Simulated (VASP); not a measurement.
A run of VASP 6.6.1:

Contents of INCAR:

```
SYSTEM = Yb
ALGO = Fast ; EDIFF = 1E-6
ENCUT = 520 ; GGA = PE
ISIF = 2 ; ISMEAR = 0
LASPH = .TRUE. ; LCHARG = .TRUE.
LELF = .TRUE. ; LREAL = .FALSE.
LVHAR = .TRUE. ; LWAVE = .FALSE.
NBANDS = 18 ; NELM = 60
PREC = Accurate ; SIGMA = 0.15
```

File KPOINTS:

```
k-points
0
G
  16 16 16
  0 0 0
```

POSCAR

```
Yb
1.0
    0.0000000000      2.4756373412      2.6744310197
    2.4756373412      0.0000000000      2.6744310197
    2.4756373412      2.4756373412      0.0000000000
Yb
1
Direct
    0.0000000000      0.0000000000      0.0000000000
```

Potentials or basis: VASP PAW PBE potentials, release 64 (Yb).

The run is started by

```bash
$ cat potpaw_PBE.64/Yb/POTCAR > POTCAR
$ mpirun -np 1 vasp_std > vasp.out
```

Hardware: 1 thread of Intel(R) Xeon(R) 6975P-C (Granite Rapids) (shared host).

Estimate the wall time of this run.

It took 5.5 min on 1 thread of Intel(R) Xeon(R) 6975P-C (Granite Rapids), with other jobs on the host, peak memory 0.36 GiB. Counts: scf iterations 36, k points 349.
